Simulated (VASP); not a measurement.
Runs of VASP 6.6.1 on ZnCl3. The structure is that of space group Fm-3m (No. 225), or close to it. The cells are those of the table. The cell was generated, and may not be a known phase.

```csv
task,cell,k mesh,cutoff (eV),gap on the mesh (eV),pressure (GPa),relaxed volume (Å³/atom)
relaxation of cell and atoms,"relaxed from a = 5.238 Å, angles 60.0°, 4 atoms",4 × 4 × 4,600,none,0.2,(a)
single point,"a = 5.238 Å, angles 60.0°, 4 atoms",4 × 4 × 4,520,none,-5.5,-
relaxation of cell and atoms,"relaxed from a = 4.831 Å, angles 60.0°, 4 atoms",12 × 12 × 12,600,none,0.0,19.87
single point,"a = 4.825 Å, angles 60.0°, 4 atoms",12 × 12 × 12,520,none,-0.1,-
single point,"a = 4.831 Å, angles 60.0°, 4 atoms",4 × 4 × 4,520,none,-0.1,-
```

Alike in all rows: level PBE; potentials or basis VASP PAW PBE potentials, release 64 (Zn, Cl); no spin polarisation; smearing gaussian 0.1 eV.

**Question.** Fill in the values left out.

**Answer.** (a) 19.83.

Caveats: some runs use coarse meshes; an odd number of electrons without spin polarisation forces a metal; a magnetic or distorted state may lie lower; the volume moved by over 15 % at a fixed basis, so the end points are rough (at least some runs).

A gap of «none» marks levels without a gap at the run's occupations.
